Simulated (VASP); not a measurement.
# MgO: single point with PBE

MgO:

```
Mg O
1.0
     0.00000    2.12722    2.12722
     2.12722    0.00000    2.12722
     2.12722    2.12722    0.00000
Mg O
1 1
Cartesian
  0.0283 0.0000 0.0000
  2.0842 2.1272 2.1272
```

This cell differs from its parent crystal: mode 4 frozen in at -0.043 Å and mode 5 at -0.000 Å (largest displacements).

* Program: VASP 6.6.1
* Task: single point
* Functional: PBE
* Potentials or basis: VASP PAW PBE potentials, release 64 (Mg, O)
* Cutoff: 520 eV
* k mesh: 10 × 10 × 10
* Occupations: gaussian, width 0.05 eV
* Spin: no spin polarisation

```
Pressure               : -0.4 GPa
Largest force          : 0.354 eV/Å
Band gap on the k mesh : 4.44 eV, direct
```

Forces on the atoms (eV/Å):
```
Mg  -0.354  0.000  0.000
O    0.354  0.000  0.000
```

Stress tensor (GPa, compression positive):
```
 0.72  0.00  0.00
 0.00 -0.93  0.00
 0.00  0.00 -0.93
```

Levels at points of the mesh, in eV from the valence-band top:
```csv
k point,band 2,band 3,band 4,band 5,band 6,band 7
"(0.00, 0.00, 0.00)",-0.01,0.00,0.00,4.44,15.64,15.65
"(0.50, 0.00, 0.00)",-4.48,-0.62,-0.62,7.71,12.25,16.00
"(0.50, 0.50, 0.00)",-3.96,-1.31,-1.31,9.10,9.62,12.79
"(0.00, 0.50, 0.50)",-3.95,-1.30,-1.30,9.09,9.61,12.79
```

Wall time 8.7 s on 1 thread of Intel Xeon 6975P-C, with other jobs on the host, peak memory 0.15 GiB.

Caveat: the cell differs from its parent crystal (mode 4 frozen in at -0.043 Å and mode 5 at -0.000 Å (largest displacements)).
